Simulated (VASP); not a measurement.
# CuO (zincblende type) (F-43m) in VASP: relaxation of cell and atoms with PBE

Aim: the relaxation of cell and atoms of CuO (zincblende type) with PBE.

All numbers are computed with VASP 6.6.1; they aren't measurements. Logs are shortened: lines on timing, memory, paths and dates and some standing lists are left out, and cuts for length are marked.

## 1. The cell of the first run

The structure is cubic, space group F-43m (No. 216). Conventional cell: a = 4.465 Å, b = 4.465 Å, c = 4.465 Å, α = 90.00°, β = 90.00°, γ = 90.00°. Within 2.6 Å of Cu (site symmetry -43m) lie 4 O at 1.93 Å. Within 2.6 Å of O (site symmetry -43m) lie 4 Cu at 1.93 Å.

## 2. Relaxation of cell and atoms, PBE

INCAR reads:

```
ALGO = Normal ; EDIFF = 1E-6
EDIFFG = -0.005 ; ENCUT = 600
GGA = PE ; IBRION = 2
ISIF = 3 ; ISMEAR = -1
LASPH = T ; LCHARG = F
LREAL = F ; LWAVE = F
NELM = 60 ; NSW = 100
PREC = Accurate ; SIGMA = 0.05
```

KPOINTS reads:

```
k-points
0
Gamma
  16 16 16
```

POSCAR reads:

```
CuO
1.0
    0.0000000000      2.2322827293      2.2322827293
    2.2322827293      0.0000000000      2.2322827293
    2.2322827293      2.2322827293      0.0000000000
Cu O
1 1
Direct
    0.0000000000      0.0000000000      0.0000000000
    0.2500000000      0.2500000000      0.2500000000
```

Potentials or basis: VASP PAW PBE potentials, release 64 (Cu, O).

Started as:

```sh
> cat potpaw_PBE.64/Cu/POTCAR potpaw_PBE.64/O/POTCAR > POTCAR
> mpirun -np 1 vasp_std > vasp.out
```

OUTCAR:

```text
EDIFF = 1E-6
   EDIFFG = -0.005
   ENCUT = 600
   GGA = PE
   IBRION = 2
   ISIF = 3
   ISMEAR = -1
   LASPH = T
   LREAL = F
   NELM = 60
   NSW = 100
   PREC = Accurate

 ion  position               nearest neighbor table
   1  0.000  0.000  0.000-   2 1.93   2 1.93   2 1.93   2 1.93
   2  0.250  0.250  0.250-   1 1.93   1 1.93   1 1.93   1 1.93

  LATTYP: Found a face centered cubic cell.
 ALAT       =     4.4645654586

  Lattice vectors:

 A1 = (   0.0000000000,   2.2322827293,   2.2322827293)
 A2 = (   2.2322827293,   0.0000000000,   2.2322827293)
 A3 = (   2.2322827293,   2.2322827293,   0.0000000000)

Analysis of symmetry for initial positions (statically):
=====================================================================
 Subroutine PRICEL returns:
 Original cell was already a primitive cell.

 Routine SETGRP: Setting up the symmetry group for a
 face centered cubic supercell.

 Subroutine GETGRP returns: Found 24 space group operations
 (whereof 24 operations were pure point group operations)
 out of a pool of 48 trial point group operations.

The static configuration has the point symmetry T_d .

Analysis of symmetry for dynamics (positions and initial velocities):
=====================================================================
 Subroutine PRICEL returns:
 Original cell was already a primitive cell.

 Routine SETGRP: Setting up the symmetry group for a
 face centered cubic supercell.

 Subroutine GETGRP returns: Found 24 space group operations
 (whereof 24 operations were pure point group operations)
 out of a pool of 48 trial point group operations.

The dynamic configuration has the point symmetry T_d .

 Subroutine INISYM returns: Found 24 space group operations
 (whereof 24 operations are pure point group operations),
 and found     1 'primitive' translations

----------------------------------------------------------------------------------------

                                     Primitive cell

  volume of cell :      22.2473

  direct lattice vectors                    reciprocal lattice vectors
     0.000000000  2.232282729  2.232282729    -0.223985964  0.223985964  0.223985964
     2.232282729  0.000000000  2.232282729     0.223985964 -0.223985964  0.223985964
     2.232282729  2.232282729  0.000000000     0.223985964  0.223985964 -0.223985964

  length of vectors
     3.156924511  3.156924511  3.156924511     0.387955071  0.387955071  0.387955071

  position of ions in fractional coordinates (direct lattice)
     0.000000000  0.000000000  0.000000000
     0.250000000  0.250000000  0.250000000

  ion indices of the primitive-cell ions
   primitive index   ion index
                 1           1
                 2           2

----------------------------------------------------------------------------------------

 KPOINTS: k-points

Automatic generation of k-mesh.
 Grid dimensions read from file:
 generate k-points for:   16   16   16

 Generating k-lattice:

  Cartesian coordinates                     Fractional coordinates (reciprocal lattice)
    -0.013999123  0.013999123  0.013999123     0.062500000  0.000000000  0.000000000
     0.013999123 -0.013999123  0.013999123     0.000000000  0.062500000  0.000000000
     0.013999123  0.013999123 -0.013999123     0.000000000  0.000000000  0.062500000

  Length of vectors
     0.024247192  0.024247192  0.024247192

  Shift w.r.t. Gamma in fractional coordinates (k-lattice)
     0.000000000  0.000000000  0.000000000

 Subroutine IBZKPT returns following result:
 ===========================================

 Found    145 irreducible k-points:

 Following reciprocal coordinates:
            Coordinates               Weight
  0.000000  0.000000  0.000000      1.000000
  0.062500  0.000000  0.000000      8.000000
  0.125000  0.000000  0.000000      8.000000
  0.187500  0.000000  0.000000      8.000000
  0.250000  0.000000  0.000000      8.000000
  0.312500  0.000000  0.000000      8.000000
[... 16 lines left out ...]
 -0.125000  0.062500  0.000000     24.000000
 -0.062500  0.062500  0.000000     12.000000
 [... further k-points ...]
   k-points           NKPTS =    145   k-points in BZ     NKDIM =    145   number of bands    NBANDS=     12
   number of dos      NEDOS =    301   number of ions     NIONS =      2
   total plane-waves  NPLWV =  21952
   dimension x,y,z NGX =    28 NGY =   28 NGZ =   28
   dimension x,y,z NGXF=    56 NGYF=   56 NGZF=   56
   ions per type =               1   1
   NGX,Y,Z   is equivalent  to a cutoff of  14.75, 14.75, 14.75 a.u.
   NGXF,Y,Z  is equivalent  to a cutoff of  29.49, 29.49, 29.49 a.u.
 SYSTEM =  unknown system
   PREC   = accura    normal or accurate (medium, high low for compatibility)
   ISTART =      0    job   : 0-new  1-cont  2-samecut
   ICHARG =      2    charge: 1-file 2-atom 10-const
   ISPIN  =      1    spin polarized calculation?
   LNONCOLLINEAR =      F non collinear calculations
   LSORBIT =      F    spin-orbit coupling
   LASPH  =      T    aspherical Exc in radial PAW
   ENCUT  =  600.0 eV  44.10 Ry    6.64 a.u.   6.31  6.31  6.31*2*pi/ulx,y,z
   NELM   =     60;   NELMIN=  2; NELMDL= -5     # of ELM steps
   EDIFF  = 0.1E-05   stopping-criterion for ELM
   LREAL  =      F    real-space projection
   EDIFFG = -.5E-02   stopping-criterion for IOM
   NSW    =    100    number of steps for IOM
   IBRION =      2    ionic relax: 0-MD 1-quasi-New 2-CG
   NFREE  =      1    steps in history (QN), initial steepest desc. (CG)
   ISIF   =      3    stress and relaxation
   ISYM   =      2    0-nonsym 1-usesym 2-fastsym
   POTIM  = 0.5000    time-step for ionic-motion
   TEBEG  =    0.0;   TEEND  =   0.0 temperature during run
   PSTRESS=    0.0 pullay stress
   NELECT =      17.0000    total number of electrons
   NUPDOWN=      -1.0000    fix difference up-down
   EMIN   =  10.00;   EMAX   =-10.00  energy-range for DOS
   EFERMI =   0.00;   METHOD = LEGACY
   ISMEAR =    -1;   SIGMA  =   0.05  broadening in eV -4-tet -1-fermi 0-gaus
   EFERMI_NEDOS =   21; number of points for ismear=-14 and -15
   IALGO  =     38    algorithm
   IMIX   =      4    mixing-type and parameters
     AMIX     =   0.40;   BMIX     =  1.00
     AMIX_MAG =   1.60;   BMIX_MAG =  1.00
  volume/ion in A,a.u.               =      11.12        75.07
  Fermi-wavevector in a.u.,A,eV,Ry     =   1.496690  2.828335 30.478163  2.240082
  Thomas-Fermi vector in A             =   2.608674
   LORBIT       =      0    0 simple, 1 ext, 2 COOP (PROOUT), +10 PAW based schemes
   GGA     = PE    functional components
   LHFCALC =     F    Hartree Fock is set to
   AEXX    =    0.0000 exact exchange contribution
   IVDW    =     0    specifies the selected vdW correction
   LEPSILON=     F    determine dielectric tensor
   LRPA    =     F    only Hartree local field effects (RPA)
 conjugate gradient relaxation of ions
 non-spin polarized calculation
  energy-cutoff  :      600.00
  volume of cell :       22.25
 maximum number of plane-waves:       754
 NGX is ok and might be reduce to    28
   NGX = 13   NGY = 13   NGZ = 13

--------------------------------------- Ionic step        1  -------------------------------------------

 number of electron      16.9999998 magnetization

 Free energy of the ion-electron system (eV)
  ---------------------------------------------------
  ext. energy  EPLUGINS =         0.00000000
  ---------------------------------------------------
  free energy    TOTEN  =        -9.54766058 eV

  energy without entropy =       -9.52798503  energy(sigma->0) =       -9.53782280

------------------------ aborting loop because EDIFF is reached ----------------------------------------

  FORCE on cell =-STRESS in cart. coord.  units (eV):
  Direction    XX          YY          ZZ          XY          YZ          ZX
  --------------------------------------------------------------------------------------
  -------------------------------------------------------------------------------------
  Total        0.9025417      0.9025417      0.9025417     -0.0000000      0.0000000      0.0000000
  in kB       64.9980383     64.9980383     64.9980383     -0.0000000      0.0000000      0.0000000
  external PRESSURE =      64.9980383 kB  Pullay stress =       0.0000000 kB
[... 21 lines left out ...]
  energy  without entropy=       -9.5279850265  energy(sigma->0) =       -9.53782280

--------------------------------------- Ionic step        2  -------------------------------------------

 number of electron      17.0000006 magnetization

 E-fermi :   3.7223     XC(G=0): -10.8993

 val. band max:        3.7086400884   @ k =   0.5000   0.0000   0.0000
 cond. band min:       3.7232866490   @ k =  -0.1875   0.1250   0.0000
 fundamental gap:      0.0146465605
 Fermi energy:         3.7222680870

 k-point     1 :       0.0000    0.0000    0.0000
  band No.  band energies     occupation
      1     -14.9755      2.00000
      2      -1.0027      2.00000
      3      -1.0027      2.00000
      4      -1.0027      2.00000
      5       1.7481      2.00000
      6       1.7481      2.00000
      7       4.4962      0.00000
      8       4.4962      0.00000
      9       4.4962      0.00000
     10       4.6818      0.00000
     11      17.9412      0.00000
     12      17.9412      0.00000
[... 378 lines left out ...]
  energy  without entropy=       -9.5418354757  energy(sigma->0) =       -9.55252218

--------------------------------------- Ionic step        3  -------------------------------------------

 number of electron      17.0000008 magnetization

 Free energy of the ion-electron system (eV)
  ---------------------------------------------------
  ext. energy  EPLUGINS =         0.00000000
  ---------------------------------------------------
  free energy    TOTEN  =        -9.56737285 eV

  energy without entropy =       -9.54652345  energy(sigma->0) =       -9.55694815

 E-fermi :   3.9558     XC(G=0): -11.0110

 val. band max:        3.9554382454   @ k =  -0.4375   0.0625   0.0000
 cond. band min:       3.9624527277   @ k =  -0.3125   0.1875   0.0625
 fundamental gap:      0.0070144823
 Fermi energy:         3.9558442986

 k-point     1 :       0.0000    0.0000    0.0000
  band No.  band energies     occupation
      1     -14.8960      2.00000
      2      -0.9009      2.00000
      3      -0.9009      2.00000
      4      -0.9009      2.00000
      5       1.9304      2.00000
      6       1.9304      2.00000
      7       4.7501      0.00000
      8       4.7501      0.00000
      9       4.7501      0.00000
     10       4.9383      0.00000
     11      18.3009      0.00000
     12      18.3009      0.00000
[... 374 lines left out ...]
  FREE ENERGIE OF THE ION-ELECTRON SYSTEM (eV)
  ---------------------------------------------------
  free  energy   TOTEN  =        -9.5673728477 eV

  energy  without entropy=       -9.5465234506  energy(sigma->0) =       -9.55694815

 reached required accuracy - stopping structural energy minimisation
```

Wall time 2.2 min (1 thread of AMD EPYC 7R43 (Zen 3), shared host); peak memory 0.16 GiB.

Results:

```
Free energy                           : -9.5674 eV
Relaxed volume                        : 11.62 Å³/atom
Relaxed cell                          : a = 3.204 Å, b = 3.204 Å, c = 3.204 Å, α = 60.00°, β = 60.00°, γ = 60.00°
Space group after relaxing (to 0.1 Å) : F-43m (No. 216)
Energy gained by relaxing             : 9.9 meV/atom
Ionic steps                           : 3
Pressure after relaxing               : 0.0 GPa
Band gap on the k mesh                : zero (an odd number of electrons rules out a gap without spin polarisation)
```

Step by step:
```csv
step,energy change (eV),largest force (eV/Å),pressure (GPa),volume (Å³)
1,0.0000,0.0000,6.50,22.25
2,-0.0155,0.0000,-2.66,23.73
3,-0.0197,0.0000,0.02,23.25
```

Final structure:
```cif
data_structure
_symmetry_space_group_name_H-M 'P 1'
_symmetry_Int_Tables_number 1
_cell_length_a 3.2036
_cell_length_b 3.2036
_cell_length_c 3.2036
_cell_angle_alpha 60.000
_cell_angle_beta 60.000
_cell_angle_gamma 60.000
_cell_volume 23.25
loop_
_atom_site_label
_atom_site_type_symbol
_atom_site_fract_x
_atom_site_fract_y
_atom_site_fract_z
_atom_site_occupancy
Cu1 Cu 0.00000 0.00000 0.00000 1
O1 O 0.25000 0.25000 0.25000 1
```

Caveat: an odd number of electrons without spin polarisation forces a metal; a magnetic or distorted state may lie lower; semilocal functionals often make such compounds metallic where correlation or magnetic order opens a gap, which also shifts bond lengths. With open d or f shells a metallic result of PBE can be an artefact of self-interaction; +U or a hybrid may open a gap.
